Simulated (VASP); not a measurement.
# SiPbS3 (Pm-3m) in VASP: single point with PBE

Aim: the single point of SiPbS3 with PBE.

Program: VASP 6.6.1. These are calculated values, not measurements. Logs are shortened: lines on timing, memory, paths and dates and some standing lists are left out, and cuts for length are marked.

## 1. The cell of the first run

The structure is cubic, space group Pm-3m (No. 221). The conventional cell has a = 4.719 Å, b = 4.719 Å, c = 4.719 Å, α = 90.00°, β = 90.00°, γ = 90.00°. Within 3.1 Å of Si (site symmetry m-3m) lie 6 S at 2.36 Å. Pb (site symmetry m-3m) has 12 S at 3.34 Å and 8 Si at 4.09 Å within 4.4 Å. S (site symmetry 4/mmm) has 2 Si at 2.36 Å within 3.1 Å.

## 2. Single point, PBE

File INCAR:

```
PREC = Accurate
ENCUT = 520
EDIFF = 1E-6
ISMEAR = 0
SIGMA = 0.1
LREAL = False
LASPH = True
NELM = 100
ALGO = Normal
ISIF = 2
LWAVE = False
LCHARG = True
GGA = PE
LELF = True
LVHAR = True
NBANDS = 26
```

File KPOINTS:

```
regular mesh
0
Gamma
  4 4 4
```

File POSCAR:

```
SiPbS3
1.0
    4.7189807600      0.0000000000      0.0000000000
    0.0000000000      4.7189807600      0.0000000000
    0.0000000000      0.0000000000      4.7189807600
Si Pb S
1 1 3
Direct
    0.5000000000      0.5000000000      0.5000000000
    0.0000000000      0.0000000000      0.0000000000
    0.0000000000      0.5000000000      0.5000000000
    0.5000000000      0.5000000000      0.0000000000
    0.5000000000      0.0000000000      0.5000000000
```

Potentials or basis: VASP PAW PBE potentials, release 64 (Si, Pb_d, S).

On the command line:

```
$ cat potpaw_PBE.64/Si/POTCAR potpaw_PBE.64/Pb_d/POTCAR potpaw_PBE.64/S/POTCAR > POTCAR
$ mpirun -np 1 vasp_std > vasp.out
```

OUTCAR:

```text
PREC = Accurate
   ENCUT = 520
   EDIFF = 1E-6
   ISMEAR = 0
   LREAL = False
   LASPH = True
   NELM = 100
   ISIF = 2
   GGA = PE

 ion  position               nearest neighbor table
   1  0.500  0.500  0.500-   3 2.36   4 2.36   5 2.36   4 2.36   5 2.36   3 2.36
   2  0.000  0.000  0.000-   3 3.34   4 3.34   5 3.34   3 3.34   5 3.34   3 3.34   4 3.34   3 3.34
                             4 3.34   5 3.34   5 3.34   4 3.34
   3  0.000  0.500  0.500-   1 2.36   1 2.36   2 3.34   2 3.34   2 3.34   2 3.34
   4  0.500  0.500  0.000-   1 2.36   1 2.36   2 3.34   2 3.34   2 3.34   2 3.34
   5  0.500  0.000  0.500-   1 2.36   1 2.36   2 3.34   2 3.34   2 3.34   2 3.34

  LATTYP: Found a simple cubic cell.
 ALAT       =     4.7189807600

  Lattice vectors:

 A1 = (   4.7189807600,   0.0000000000,   0.0000000000)
 A2 = (   0.0000000000,   4.7189807600,   0.0000000000)
 A3 = (   0.0000000000,   0.0000000000,   4.7189807600)

Analysis of symmetry for initial positions (statically):
=====================================================================
 Subroutine PRICEL returns:
 Original cell was already a primitive cell.

 Routine SETGRP: Setting up the symmetry group for a
 simple cubic supercell.

 Subroutine GETGRP returns: Found 48 space group operations
 (whereof 48 operations were pure point group operations)
 out of a pool of 48 trial point group operations.

The static configuration has the point symmetry O_h .

Analysis of symmetry for dynamics (positions and initial velocities):
=====================================================================
 Subroutine PRICEL returns:
 Original cell was already a primitive cell.

 Routine SETGRP: Setting up the symmetry group for a
 simple cubic supercell.

 Subroutine GETGRP returns: Found 48 space group operations
 (whereof 48 operations were pure point group operations)
 out of a pool of 48 trial point group operations.

The dynamic configuration has the point symmetry O_h .

 Subroutine INISYM returns: Found 48 space group operations
 (whereof 48 operations are pure point group operations),
 and found     1 'primitive' translations

----------------------------------------------------------------------------------------

                                     Primitive cell

  volume of cell :     105.0859

  direct lattice vectors                    reciprocal lattice vectors
     4.718980760  0.000000000  0.000000000     0.211910167  0.000000000  0.000000000
     0.000000000  4.718980760  0.000000000     0.000000000  0.211910167  0.000000000
     0.000000000  0.000000000  4.718980760     0.000000000  0.000000000  0.211910167

  length of vectors
     4.718980760  4.718980760  4.718980760     0.211910167  0.211910167  0.211910167

  position of ions in fractional coordinates (direct lattice)
     0.500000000  0.500000000  0.500000000
     0.000000000  0.000000000  0.000000000
     0.000000000  0.500000000  0.500000000
     0.500000000  0.500000000  0.000000000
     0.500000000  0.000000000  0.500000000

  ion indices of the primitive-cell ions
   primitive index   ion index
                 1           1
                 2           2
                 3           3
                 4           4
                 5           5

----------------------------------------------------------------------------------------

 KPOINTS: regular mesh

Automatic generation of k-mesh.
 Grid dimensions read from file:
 generate k-points for:    4    4    4

 Generating k-lattice:

  Cartesian coordinates                     Fractional coordinates (reciprocal lattice)
     0.052977542  0.000000000  0.000000000     0.250000000  0.000000000  0.000000000
     0.000000000  0.052977542  0.000000000     0.000000000  0.250000000  0.000000000
     0.000000000  0.000000000  0.052977542     0.000000000  0.000000000  0.250000000

  Length of vectors
     0.052977542  0.052977542  0.052977542

  Shift w.r.t. Gamma in fractional coordinates (k-lattice)
     0.000000000  0.000000000  0.000000000

 Subroutine IBZKPT returns following result:
 ===========================================

 Found     10 irreducible k-points:

 Following reciprocal coordinates:
            Coordinates               Weight
  0.000000  0.000000  0.000000      1.000000
  0.250000  0.000000  0.000000      6.000000
  0.500000  0.000000  0.000000      3.000000
  0.250000  0.250000  0.000000     12.000000
  0.500000  0.250000  0.000000     12.000000
  0.500000  0.500000  0.000000      3.000000
  0.250000  0.250000  0.250000      8.000000
  0.500000  0.250000  0.250000     12.000000
  0.500000  0.500000  0.250000      6.000000
  0.500000  0.500000  0.500000      1.000000
   k-points           NKPTS =     10   k-points in BZ     NKDIM =     10   number of bands    NBANDS=     26
   number of dos      NEDOS =    301   number of ions     NIONS =      5
   total plane-waves  NPLWV =  46656
   dimension x,y,z NGX =    36 NGY =   36 NGZ =   36
   dimension x,y,z NGXF=    72 NGYF=   72 NGZF=   72
   ions per type =               1   1   3
   NGX,Y,Z   is equivalent  to a cutoff of  12.68, 12.68, 12.68 a.u.
   NGXF,Y,Z  is equivalent  to a cutoff of  25.37, 25.37, 25.37 a.u.
 SYSTEM =  unknown system
   PREC   = accura    normal or accurate (medium, high low for compatibility)
   ISTART =      0    job   : 0-new  1-cont  2-samecut
   ICHARG =      2    charge: 1-file 2-atom 10-const
   ISPIN  =      1    spin polarized calculation?
   LNONCOLLINEAR =      F non collinear calculations
   LSORBIT =      F    spin-orbit coupling
   LASPH  =      T    aspherical Exc in radial PAW
   ENCUT  =  520.0 eV  38.22 Ry    6.18 a.u.   8.77  8.77  8.77*2*pi/ulx,y,z
   NELM   =    100;   NELMIN=  2; NELMDL= -5     # of ELM steps
   EDIFF  = 0.1E-05   stopping-criterion for ELM
   LREAL  =      F    real-space projection
   EDIFFG = 0.1E-04   stopping-criterion for IOM
   NSW    =      0    number of steps for IOM
   IBRION =     -1    ionic relax: 0-MD 1-quasi-New 2-CG
   NFREE  =      0    steps in history (QN), initial steepest desc. (CG)
   ISIF   =      2    stress and relaxation
   ISYM   =      2    0-nonsym 1-usesym 2-fastsym
   POTIM  = 0.5000    time-step for ionic-motion
   TEBEG  =    0.0;   TEEND  =   0.0 temperature during run
   PSTRESS=    0.0 pullay stress
   NELECT =      36.0000    total number of electrons
   NUPDOWN=      -1.0000    fix difference up-down
   EMIN   =  10.00;   EMAX   =-10.00  energy-range for DOS
   EFERMI =   0.00;   METHOD = LEGACY
   ISMEAR =     0;   SIGMA  =   0.10  broadening in eV -4-tet -1-fermi 0-gaus
   EFERMI_NEDOS =   21; number of points for ismear=-14 and -15
   IALGO  =     38    algorithm
   IMIX   =      4    mixing-type and parameters
     AMIX     =   0.40;   BMIX     =  1.00
     AMIX_MAG =   1.60;   BMIX_MAG =  1.00
  volume/ion in A,a.u.               =      21.02       141.83
  Fermi-wavevector in a.u.,A,eV,Ry     =   1.145497  2.164676 17.853080  1.312164
  Thomas-Fermi vector in A             =   2.282186
   LORBIT       =      0    0 simple, 1 ext, 2 COOP (PROOUT), +10 PAW based schemes
   GGA     = PE    functional components
   LHFCALC =     F    Hartree Fock is set to
   AEXX    =    0.0000 exact exchange contribution
   IVDW    =     0    specifies the selected vdW correction
   LEPSILON=     F    determine dielectric tensor
   LRPA    =     F    only Hartree local field effects (RPA)
 non-spin polarized calculation
 Gauss-broadening in eV      SIGMA  =   0.10
  energy-cutoff  :      520.00
  volume of cell :      105.09
 maximum number of plane-waves:      2872
 NGX is ok and might be reduce to    36
   NGX = 17   NGY = 17   NGZ = 17

 number of electron      36.0000003 magnetization

 Free energy of the ion-electron system (eV)
  ---------------------------------------------------
  ext. energy  EPLUGINS =         0.00000000
  ---------------------------------------------------
  free energy    TOTEN  =       -22.15539790 eV

  energy without entropy =      -22.14974327  energy(sigma->0) =      -22.15257059

 E-fermi :   5.8044     XC(G=0): -10.0284

 val. band max:        5.5906439764   @ k =   0.2500   0.2500   0.2500
 cond. band min:       5.8053420050   @ k =   0.2500   0.0000   0.0000
 fundamental gap:      0.2146980286
 Fermi energy:         5.8043554268

 k-point     1 :       0.0000    0.0000    0.0000
  band No.  band energies     occupation
      1     -11.2150      2.00000
      2     -11.2150      2.00000
      3     -11.1969      2.00000
      4     -11.1969      2.00000
      5     -11.1969      2.00000
      6      -8.8258      2.00000
[... 18 lines left out ...]
     25      10.5447      0.00000
     26      11.4394      0.00000

 k-point     2 :       0.2500    0.0000    0.0000
  band No.  band energies     occupation
      1     -11.2126      2.00000
      2     -11.2080      2.00000
      3     -11.2000      2.00000
      4     -11.2000      2.00000
      5     -11.1967      2.00000
      6      -8.5524      2.00000
[... 18 lines left out ...]
     25      12.1689      0.00000
     26      12.3632      0.00000

 k-point     3 :       0.5000    0.0000    0.0000
  band No.  band energies     occupation
      1     -11.2101      2.00000
      2     -11.2031      2.00000
      3     -11.2031      2.00000
      4     -11.2011      2.00000
      5     -11.1965      2.00000
      6      -8.1008      2.00000
[... 18 lines left out ...]
     25      14.2652      0.00000
     26      14.4648      0.00000

 k-point     4 :       0.2500    0.2500    0.0000
  band No.  band energies     occupation
      1     -11.2092      2.00000
      2     -11.2059      2.00000
      3     -11.2030      2.00000
      4     -11.1998      2.00000
      5     -11.1996      2.00000
      6      -8.2755      2.00000
[... 18 lines left out ...]
     25      12.0643      0.00000
     26      12.2500      0.00000

 k-point     5 :       0.5000    0.2500    0.0000
  band No.  band energies     occupation
      1     -11.2130      2.00000
      2     -11.2061      2.00000
      3     -11.2027      2.00000
      4     -11.1994      2.00000
      5     -11.1964      2.00000
      6      -7.8049      2.00000
[... 18 lines left out ...]
     25      12.2145      0.00000
     26      13.8539      0.00000

 k-point     6 :       0.5000    0.5000    0.0000
  band No.  band energies     occupation
      1     -11.2226      2.00000
      2     -11.2034      2.00000
      3     -11.2023      2.00000
      4     -11.2023      2.00000
      5     -11.1902      2.00000
      6      -7.2132      2.00000
[... 18 lines left out ...]
     25      13.9764      0.00000
     26      14.7953      0.00000

 k-point     7 :       0.2500    0.2500    0.2500
  band No.  band energies     occupation
      1     -11.2070      2.00000
      2     -11.2060      2.00000
      3     -11.2060      2.00000
      4     -11.2007      2.00000
      5     -11.2007      2.00000
      6      -8.0007      2.00000
[... 18 lines left out ...]
     25      12.5728      0.00000
     26      12.5997      0.00000

 k-point     8 :       0.5000    0.2500    0.2500
  band No.  band energies     occupation
      1     -11.2128      2.00000
      2     -11.2110      2.00000
      3     -11.2054      2.00000
      4     -11.2000      2.00000
      5     -11.1942      2.00000
      6      -7.5223      2.00000
[... 18 lines left out ...]
     25      12.7302      0.00000
     26      13.7743      0.00000

 k-point     9 :       0.5000    0.5000    0.2500
  band No.  band energies     occupation
      1     -11.2209      2.00000
      2     -11.2108      2.00000
      3     -11.2108      2.00000
      4     -11.1965      2.00000
      5     -11.1898      2.00000
      6      -6.9484      2.00000
[... 18 lines left out ...]
     25      12.5130      0.00000
     26      14.7322      0.00000

 k-point    10 :       0.5000    0.5000    0.5000
  band No.  band energies     occupation
      1     -11.2193      2.00000
      2     -11.2193      2.00000
      3     -11.2193      2.00000
      4     -11.1895      2.00000
      5     -11.1895      2.00000
      6      -6.5580      2.00000
[... 18 lines left out ...]
     25      11.5547      0.00000
     26      14.1264      0.00000

------------------------ aborting loop because EDIFF is reached ----------------------------------------

  FORCE on cell =-STRESS in cart. coord.  units (eV):
  Direction    XX          YY          ZZ          XY          YZ          ZX
  --------------------------------------------------------------------------------------
  -------------------------------------------------------------------------------------
  Total       -2.0858829     -2.0858829     -2.0858829     -0.0000000      0.0000000     -0.0000000
  in kB      -31.8021068    -31.8021068    -31.8021068     -0.0000000      0.0000000     -0.0000000
  external PRESSURE =     -31.8021068 kB  Pullay stress =       0.0000000 kB

 VOLUME and BASIS-vectors are now :
 -----------------------------------------------------------------------------
  energy-cutoff  :      520.00
  volume of cell :      105.09
      direct lattice vectors                 reciprocal lattice vectors
     4.718980760  0.000000000  0.000000000     0.211910167  0.000000000  0.000000000
     0.000000000  4.718980760  0.000000000     0.000000000  0.211910167  0.000000000
     0.000000000  0.000000000  4.718980760     0.000000000  0.000000000  0.211910167

 POSITION                                       TOTAL-FORCE (eV/Angst)
 -----------------------------------------------------------------------------------
      2.35949      2.35949      2.35949         0.000000      0.000000      0.000000
      0.00000      0.00000      0.00000         0.000000      0.000000      0.000000
      0.00000      2.35949      2.35949         0.000000      0.000000      0.000000
      2.35949      2.35949      0.00000         0.000000      0.000000      0.000000
      2.35949      0.00000      2.35949         0.000000      0.000000      0.000000
 -----------------------------------------------------------------------------------
    total drift:                               -0.000000      0.000000      0.000000

  FREE ENERGIE OF THE ION-ELECTRON SYSTEM (eV)
  ---------------------------------------------------
  free  energy   TOTEN  =       -22.1553979025 eV

  energy  without entropy=      -22.1497432724  energy(sigma->0) =      -22.15257059
```

Wall time 39 s (1 thread of AMD EPYC 7R43 (Zen 3), shared host); peak memory 0.16 GiB.

What came out:

```
Free energy            : -22.1554 eV
Pressure               : -3.2 GPa
Band gap on the k mesh : zero (band 18 reaches 6.14 eV, above the bottom of band 19 at 4.67 eV)
```

Levels at points of the mesh, in eV from the Fermi level:
| k point | band 15 | band 16 | band 17 | band 18 | band 19 | band 20 | band 21 | band 22 |
| --- | --- | --- | --- | --- | --- | --- | --- | --- |
| (0.00, 0.00, 0.00) | -1.41 | -1.41 | -1.13 | -1.13 | -1.13 | 4.46 | 4.46 | 4.46 |
| (0.50, 0.00, 0.00) | -1.65 | -1.40 | -0.91 | -0.91 | 0.25 | 2.43 | 3.16 | 3.16 |
| (0.50, 0.50, 0.00) | -2.06 | -2.06 | -1.76 | 0.33 | 1.45 | 2.04 | 2.04 | 3.15 |
| (0.50, 0.50, 0.50) | -1.72 | 0.33 | 0.33 | 0.33 | 2.22 | 2.22 | 2.22 | 4.54 |

Caveat: spin-orbit coupling is left out, which moves the levels of the heavy elements.
